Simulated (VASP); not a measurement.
Cu:

```xyz
1
Lattice="0.0000 1.7412 1.7412 1.7412 0.0000 1.7412 1.7412 1.7412 0.0000" Properties=species:S:1:pos:R:3 pbc="T T T"
Cu    0.0000    0.0000    0.0000
```

This cell differs from its parent crystal: volume scaled by 0.97.

Base run:

```yaml
Program: VASP 6.6.1
Functional: LDA
Potentials_or_basis: VASP PAW LDA potentials, release 64 (Cu)
Cutoff: 520 eV
k_mesh: 20 × 20 × 20
Occupations: gaussian, width 0.1 eV
Spin: no spin polarisation
```

Its results: pressure 7.1 GPa.

Question: The run is repeated on the same cell with these changes: potentials or basis from VASP PAW LDA potentials, release 64 (Cu) to VASP PAW LDA potentials, release 64 (Cu_sv_GW); cutoff from 520 eV to 700 eV; further incar settings from ALGO = Normal; EDIFF = 1e-06; NBANDS = 12 to ALGO = Normal; EDIFF = 1e-06; NBANDS = 16; valence electrons from 11 to 19. What comes out?

Answer: Pressure 1.8 GPa.
